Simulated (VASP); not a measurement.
Ta4N3, 14 atoms in the cell. The structure is monoclinic, space group Cm (No. 8). The conventional cell has a = 6.162 Å, b = 6.162 Å, c = 8.789 Å, α = 90.00°, β = 103.51°, γ = 90.00°. Ta (site symmetry 1) has 4 N at 2.14 to 2.18 Å within 2.8 Å. Ta (site symmetry 1) has 4 N at 2.14 to 2.37 Å and 2 Ta at 2.61 to 2.76 Å within 2.8 Å. Within 2.9 Å of Ta (site symmetry m) lie 6 N at 2.18 to 2.29 Å and 2 Ta at 2.61 Å. Within 3.2 Å of Ta (site symmetry m) lie 5 N at 2.18 to 2.23 Å and 12 Ta at 2.99 to 3.12 Å. Within 3.1 Å of Ta (site symmetry m) lie 5 N at 2.18 to 3.03 Å and 10 Ta at 2.76 to 3.09 Å. Ta (site symmetry m) has 5 N at 2.18 to 2.23 Å and 12 Ta at 2.99 to 3.12 Å within 3.2 Å. N (site symmetry 1) has 6 Ta at 2.14 to 2.18 Å within 2.8 Å. N (site symmetry 1) has 6 Ta at 2.14 to 2.37 Å and 1 N at 2.68 Å within 2.8 Å. 

| Item | Value |
| --- | --- |
| Program | VASP 6.6.1 |
| Task | single point |
| Functional | PBEsol |
| Potentials or basis | VASP PAW PBE potentials, release 64 (Ta_pv, N) |
| Cutoff | 520 eV |
| k mesh | 9 × 9 × 5 |
| Occupations | gaussian, width 0.15 eV |
| Spin | no spin polarisation |
| Dipole correction | no |
| Further INCAR settings | ALGO = Fast; EDIFF = 1e-06; NBANDS = 72 |

Potentials or basis: VASP PAW PBE potentials, release 64 (Ta_pv, N).

Launch:

```console
$ cat potpaw_PBE.64/Ta_pv/POTCAR potpaw_PBE.64/N/POTCAR > POTCAR
$ mpirun -np 1 vasp_std > vasp.out
```

Hardware: 1 thread of Oxide Virtual Turin-like Processor, with other jobs on the host.

Problem. How long does it take, and how much memory?

Solution. It took 47 min on 1 thread of Oxide Virtual Turin-like Processor (shared host), peak memory 0.88 GiB. Counts: scf iterations 17, k points 115.
